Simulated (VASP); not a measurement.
Wanted: the native input for a VASP 6.6.1 run.

```
Task                   : electric field gradients
Functional             : LDA
Potentials or basis    : VASP PAW LDA potentials, release 64 (O)
Cutoff                 : 520 eV
k mesh                 : 14 × 14 × 14
Occupations            : fermi-dirac, width 0.08 eV
Spin                   : no spin polarisation
Dipole correction      : no
Further INCAR settings : ALGO = Normal; EDIFF = 1e-08; NBANDS = 13
```

The structure of O lies in POSCAR:

```
O
1.0
    0.0000000000      1.9147547599      3.9501433705
    1.5215354374      0.0000000000      3.9501433705
    1.5215354374      1.9147547599      0.0000000000
O
2
Direct
    0.4210980000      0.4210980000      0.5789020000
    0.5789020000      0.5789020000      0.4210980000
```

The input as run:

INCAR

```
SYSTEM = O
PREC = Accurate
ENCUT = 520
EDIFF = 1E-8
ISMEAR = -1
SIGMA = 0.08
LREAL = .False.
LASPH = .True.
NELM = 60
ALGO = Normal
ISIF = 2
LWAVE = .False.
LCHARG = .False.
GGA = CA
LEFG = .True.
NBANDS = 13
```

KPOINTS

```
Automatic mesh
0
Gamma
  14 14 14
  0 0 0
```

Potentials or basis: VASP PAW LDA potentials, release 64 (O).

Run with:

```console
$ cat potpaw_LDA.64/O/POTCAR > POTCAR
$ mpirun -np 1 vasp_std > vasp.out
```

It gave:

The pressure is -11.8 GPa. The largest force is 1.933 eV/Å, the band gap on the k mesh is zero (bands 6 and 7 overlap by 1.93 eV) and the largest electric field gradient by atom is O +134.3 V/Å².

Caveat: the standard files for N, O and F lose accuracy on very short bonds; spin is off for a triplet molecule; the stress differs along the axes, from -18 to -7 GPa; without QUAD_EFG the Cq values of the log hold for a quadrupole moment of 1 mb, not for the nuclei; forces of over 1 eV/Å act on the atoms, so gaps and moduli don't describe the material at rest.

Wall time 2.2 min on 1 thread of Oxide Virtual Turin-like Processor, with other jobs on the host, peak memory 0.17 GiB.
